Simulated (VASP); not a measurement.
Runs of VASP 6.6.1 on Cu. The structure is that of space group I4/mmm (No. 139), or close to it. The cells are those of the table. 

| potentials or basis | cell | cutoff (eV) | gap on the mesh (eV) | pressure (GPa) |
| --- | --- | --- | --- | --- |
| VASP PAW LDA potentials, release 64 (Cu_sv_GW) | a = 2.417 Å, angles 105.6, 105.6, 117.5°, 1 atom | 820 | none | (c) |
| VASP PAW LDA potentials, release 64 (Cu) | a = 2.477 Å, angles 106.3, 106.3, 115.9°, 1 atom | 520 | none | -8.1 |
| VASP PAW LDA potentials, release 64 (Cu_sv_GW) | a = 2.406 Å, angles 104.9, 104.9, 119.0°, 1 atom | 820 | none | 9.4 |
| VASP PAW LDA potentials, release 64 (Cu_sv_GW) | a = 2.396 Å, angles 106.3, 106.3, 115.9°, 1 atom | 820 | none | (b) |
| VASP PAW LDA potentials, release 64 (Cu) | a = 2.481 Å, angles 105.6, 105.6, 117.5°, 1 atom | 520 | none | -7.9 |
| VASP PAW LDA potentials, release 64 (Cu_sv_GW) | a = 2.445 Å, angles 106.3, 106.3, 115.9°, 1 atom | 820 | none | -3.8 |
| VASP PAW LDA potentials, release 64 (Cu) | a = 2.474 Å, angles 107.1, 107.1, 114.4°, 1 atom | 520 | none | (a) |
| VASP PAW LDA potentials, release 64 (Cu_sv_GW) | a = 2.410 Å, angles 107.1, 107.1, 114.4°, 1 atom | 820 | none | 3.5 |

Alike in all rows: task single point; level LDA; no spin polarisation; k mesh 24 × 24 × 24; smearing gaussian 0.15 eV.

Problem. Fill in the values left out.

Solution. (a) -8.3; (b) 8.1; (c) 4.1.

Caveats: the cell stands under tension (at least some runs); the cell stands under pressure (at least some runs); the stress differs along the axes, from 2 to 8 GPa (at least some runs); the stress differs along the axes, from 6 to 16 GPa (at least some runs).

A gap of «none» marks levels without a gap at the run's occupations.

The runs don't all hold the same shells in valence.
